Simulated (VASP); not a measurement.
# BaTiO3 in VASP: a series of runs, part 3 of 4

VASP 6.6.1.

## (4) Electric field gradients, PBE (13.35 Å³/atom)

This run uses another cell than the first one, of 13.35 Å³/atom.

The input, INCAR:

```
PREC     = Accurate       # precision mode
ENCUT    = 910            # plane-wave cutoff, eV
EDIFF    = 1E-8           # SCF threshold, eV
ISMEAR   = -1             # smearing method
SIGMA    = 0.05           # smearing width, eV
LREAL    = False          # projectors in reciprocal space
LASPH    = True           # aspherical terms in the spheres
NELM     = 120            # most SCF steps
ALGO     = Normal         # electronic algorithm
ISIF     = 2              # what is computed and relaxed
LWAVE    = False          # write WAVECAR
LCHARG   = False          # write CHGCAR
GGA      = PE             # functional
LEFG     = True         
NBANDS   = 28             # bands
GGA_COMPAT= False
```

The input, KPOINTS:

```
Automatic mesh
0
Gamma
  9 9 9
```

The input, POSCAR:

```
BaTiO3
1.0
    2.8648785846      1.6540384220      2.3482315742
   -2.8648785846      1.6540384220      2.3482315742
    0.0000000000     -3.3080768441      2.3482315742
Ba Ti O
1 1 3
Direct
    0.0000000000      0.0000000000      0.0000000000
    0.5140000000      0.5140000000      0.5140000000
    0.4916000000      0.4916000000      0.9815000000
    0.4916000000      0.9815000000      0.4916000000
    0.9815000000      0.4916000000      0.4916000000
```

Potentials or basis: VASP PAW PBE potentials, release 64 (Ba_sv, Ti_sv, O_h).

Launch:

```bash
> cat potpaw_PBE.64/Ba_sv/POTCAR potpaw_PBE.64/Ti_sv/POTCAR potpaw_PBE.64/O_h/POTCAR > POTCAR
> mpirun -np 1 vasp_std > vasp.out
```

OUTCAR:

```text
PREC = Accurate
   ENCUT = 910
   EDIFF = 1E-8
   ISMEAR = -1
   LREAL = False
   LASPH = True
   NELM = 120
   ISIF = 2
   GGA = PE

 ion  position               nearest neighbor table
   1  0.000  0.000  0.000-   3 2.82   4 2.82   5 2.82   3 2.87   3 2.87   5 2.87   4 2.87   4 2.87
                             5 2.87   3 2.92   4 2.92   5 2.92   2 3.42   2 3.48   2 3.48   2 3.48
   2  0.514  0.514  0.514-   4 1.90   5 1.90   3 1.90   4 2.16   5 2.16   3 2.16   1 3.42   1 3.48
                             1 3.48   1 3.48   1 3.54   1 3.54   1 3.54   1 3.62
   3  0.492  0.492  0.981-   2 1.90   2 2.16   1 2.82   1 2.87   1 2.87   1 2.92
   4  0.492  0.981  0.492-   2 1.90   2 2.16   1 2.82   1 2.87   1 2.87   1 2.92
   5  0.981  0.492  0.492-   2 1.90   2 2.16   1 2.82   1 2.87   1 2.87   1 2.92

  LATTYP: Found a trigonal (rhomboedric) cell.
 ALAT       =     4.0567923205
 COS(alpha) =     0.0025827226

  Lattice vectors:

 A1 = (   2.8648785846,   1.6540384220,   2.3482315742)
 A2 = (  -2.8648785846,   1.6540384220,   2.3482315742)
 A3 = (   0.0000000000,  -3.3080768441,   2.3482315742)

Analysis of symmetry for initial positions (statically):
=====================================================================
 Subroutine PRICEL returns:
 Original cell was already a primitive cell.

 Routine SETGRP: Setting up the symmetry group for a
 trigonal (rhombohedral) supercell.

 Subroutine GETGRP returns: Found  6 space group operations
 (whereof  6 operations were pure point group operations)
 out of a pool of 12 trial point group operations.

The static configuration has the point symmetry C_3v.

Analysis of symmetry for dynamics (positions and initial velocities):
=====================================================================
 Subroutine PRICEL returns:
 Original cell was already a primitive cell.

 Routine SETGRP: Setting up the symmetry group for a
 trigonal (rhombohedral) supercell.

 Subroutine GETGRP returns: Found  6 space group operations
 (whereof  6 operations were pure point group operations)
 out of a pool of 12 trial point group operations.

The dynamic configuration has the point symmetry C_3v.

 Subroutine INISYM returns: Found  6 space group operations
 (whereof  6 operations are pure point group operations),
 and found     1 'primitive' translations

----------------------------------------------------------------------------------------

                                     Primitive cell

  volume of cell :      66.7643

  direct lattice vectors                    reciprocal lattice vectors
     2.864878585  1.654038422  2.348231574     0.174527466  0.100763480  0.141950793
    -2.864878585  1.654038422  2.348231574    -0.174527466  0.100763480  0.141950793
     0.000000000 -3.308076844  2.348231574     0.000000000 -0.201526959  0.141950793

  length of vectors
     4.056792321  4.056792321  4.056792321     0.246501811  0.246501811  0.246501811

  position of ions in fractional coordinates (direct lattice)
     0.000000000  0.000000000  0.000000000
     0.514000000  0.514000000  0.514000000
     0.491600000  0.491600000  0.981500000
     0.491600000  0.981500000  0.491600000
     0.981500000  0.491600000  0.491600000
[... 102 lines left out ...]
  Fermi-wavevector in a.u.,A,eV,Ry     =   1.380109  2.608029 25.915042  1.904702
  Thomas-Fermi vector in A             =   2.505017
   LORBIT       =      0    0 simple, 1 ext, 2 COOP (PROOUT), +10 PAW based schemes
   GGA     = PE    functional components
   LHFCALC =     F    Hartree Fock is set to
   AEXX    =    0.0000 exact exchange contribution
   IVDW    =     0    specifies the selected vdW correction
   LEPSILON=     F    determine dielectric tensor
   LRPA    =     F    only Hartree local field effects (RPA)
 non-spin polarized calculation
  energy-cutoff  :      910.00
  volume of cell :       66.76
 maximum number of plane-waves:      4182
   NGX = 19   NGY = 19   NGZ = 19

 number of electron      39.9999996 magnetization

 Free energy of the ion-electron system (eV)
  ---------------------------------------------------
  ext. energy  EPLUGINS =         0.00000000
  ---------------------------------------------------
  free energy    TOTEN  =       -40.07178390 eV

  energy without entropy =      -40.07178390  energy(sigma->0) =      -40.07178390

 E-fermi :   4.9978     XC(G=0): -11.0335

 val. band max:        3.7876223066   @ k =   0.4444   0.4444   0.4444
 cond. band min:       6.0783555105   @ k =   0.0000   0.0000   0.0000
 fundamental gap:      2.2907332039
 Fermi energy:         4.9977882278

 k-point     1 :       0.0000    0.0000    0.0000
  band No.  band energies     occupation
      1     -52.6451      2.00000
      2     -28.8802      2.00000
      3     -28.8736      2.00000
      4     -28.8736      2.00000
      5     -21.0841      2.00000
      6     -12.9212      2.00000
[... 733 lines left out ...]
     27      11.7656      0.00000
     28      13.3035      0.00000

 [... further k-points ...]

------------------------ aborting loop because EDIFF is reached ----------------------------------------

  FORCE on cell =-STRESS in cart. coord.  units (eV):
  Direction    XX          YY          ZZ          XY          YZ          ZX
  --------------------------------------------------------------------------------------
  -------------------------------------------------------------------------------------
  Total       -0.1336636     -0.1336636     -0.1021820      0.0000000      0.0000000      0.0000000
  in kB       -3.2075956     -3.2075956     -2.4521150      0.0000000      0.0000000      0.0000000
  external PRESSURE =      -2.9557687 kB  Pullay stress =       0.0000000 kB

 VOLUME and BASIS-vectors are now :
 -----------------------------------------------------------------------------
  energy-cutoff  :      910.00
  volume of cell :       66.76
      direct lattice vectors                 reciprocal lattice vectors
     2.864878585  1.654038422  2.348231574     0.174527466  0.100763480  0.141950793
    -2.864878585  1.654038422  2.348231574    -0.174527466  0.100763480  0.141950793
     0.000000000 -3.308076844  2.348231574     0.000000000 -0.201526959  0.141950793

 POSITION                                       TOTAL-FORCE (eV/Angst)
 -----------------------------------------------------------------------------------
      0.00000      0.00000      0.00000         0.000000     -0.000000      0.086873
      0.00000     -0.00000      3.62097         0.000000     -0.000000      0.288158
      0.00000     -1.62063      4.61357         0.000000      0.048582     -0.125010
     -1.40350      0.81031      4.61357         0.042073     -0.024291     -0.125010
      1.40350      0.81031      4.61357        -0.042073     -0.024291     -0.125010
 -----------------------------------------------------------------------------------
    total drift:                                0.000000     -0.000004     -0.001985

  FREE ENERGIE OF THE ION-ELECTRON SYSTEM (eV)
  ---------------------------------------------------
  free  energy   TOTEN  =       -40.0717839016 eV

  energy  without entropy=      -40.0717839016  energy(sigma->0) =      -40.07178390

 Electric field gradients (V/A^2)
---------------------------------------------------------------------
 ion       V_xx      V_yy      V_zz      V_xy      V_xz      V_yz
---------------------------------------------------------------------
   1      -1.701    -1.701     3.402     0.000     0.000     0.000
   2      -5.019    -5.019    10.038    -0.000    -0.000     0.000
   3     -12.385    10.966     1.419     0.000    -0.000   -16.804
   4       5.128    -6.547     1.419   -10.111   -14.552     8.402
   5       5.128    -6.547     1.419    10.111    14.552     8.402
---------------------------------------------------------------------

 Electric field gradients after diagonalization (V/A^2)
 (convention: |V_zz| > |V_xx| > |V_yy|)
----------------------------------------------------------------------
 ion       V_xx      V_yy      V_zz     asymmetry (V_yy - V_xx)/ V_zz
----------------------------------------------------------------------
   1      -1.701    -1.701     3.402       0.000
   2      -5.019    -5.019    10.038       0.000
   3     -12.385   -11.276    23.661       0.047
   4     -12.385   -11.276    23.661       0.047
   5     -12.385   -11.276    23.661       0.047
----------------------------------------------------------------------

           NMR quadrupolar parameters

 Cq : quadrupolar parameter    Cq=e*Q*V_zz/h
 eta: asymmetry parameters     (V_yy - V_xx)/ V_zz
 Q  : nuclear electric quadrupole moment in mb (millibarn)
----------------------------------------------------------------------
 ion       Cq(MHz)       eta       Q (mb)
----------------------------------------------------------------------
   1       0.008       0.000       1.000
   2       0.024       0.000       1.000
   3       0.057       0.047       1.000
   4       0.057       0.047       1.000
   5       0.057       0.047       1.000
----------------------------------------------------------------------
```

Wall time 6.1 min (1 thread of Intel Xeon Platinum 8488C (Sapphire Rapids), shared host); peak memory 0.5 GiB.

What came out:

| Property | Result |
| --- | --- |
| Free energy | -40.0718 eV |
| Pressure | -0.3 GPa |
| Largest force | 0.288 eV/Å |
| Band gap on the k mesh | 2.29 eV (least direct gap 2.67 eV) |
| Largest electric field gradient by atom | Ba +3.4; Ti +10.0; O +23.7 V/Å² |

Forces on the atoms (eV/Å):
```
Ba   0.000  0.000  0.087
Ti   0.000  0.000  0.288
O    0.000  0.049 -0.125
O    0.042 -0.024 -0.125
O   -0.042 -0.024 -0.125
```

Stress tensor (GPa, compression positive):
```
-0.32  0.00  0.00
 0.00 -0.32  0.00
 0.00  0.00 -0.25
```

Electric field gradients, principal values (V/Å²):
```tsv
atom	least	middle	greatest (by size)
1 Ba	-1.701	-1.701	3.402
2 Ti	-5.019	-5.019	10.038
3 O	-11.276	-12.385	23.661
4 O	-11.276	-12.385	23.661
5 O	-11.276	-12.385	23.661
```

Caveat: without QUAD_EFG the Cq values of the log hold for a quadrupole moment of 1 mb, not for the nuclei; spin-orbit coupling is left out, which moves the levels of the heavy elements.

(Continued in part 4 of 4.)
